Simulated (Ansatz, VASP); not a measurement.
## Two plane-wave programs on F

```
CELL_PARAMETERS angstrom
2.65049 -1.51732 0.00000
2.65049 1.51732 0.00000
-2.10342 0.00000 6.72611
ATOMIC_POSITIONS crystal
F 0.50450 0.50450 0.40085
F 0.08536 0.08536 0.09860
F 0.49550 0.49550 0.59915
F 0.91135 0.91794 0.90140
```

Alike in both runs: task single point; functional r2SCAN; k mesh 8 × 8 × 4; no spin polarisation.

```csv
,VASP,Ansatz
version,VASP 6.6.1,Ansatz 0.2.0
potentials or method,"VASP PAW PBE potentials, release 64 (F)","plane waves, PAW"
plane-wave cutoff (eV),520,500
occupations,"gaussian, width 0.01 eV",fixed
valence electrons in the cell,28,28
```

```csv
,VASP,Ansatz,Ansatz less VASP
rms of the force components (eV/Å),0.027,0.287,+0.2606
```

VASP's potentials were made for PBE, not for r2SCAN. Atom by atom the forces differ by 0.313 eV/Å (rms over components). One of these differences is far larger than is usual between the two programs; its cause wasn't traced.
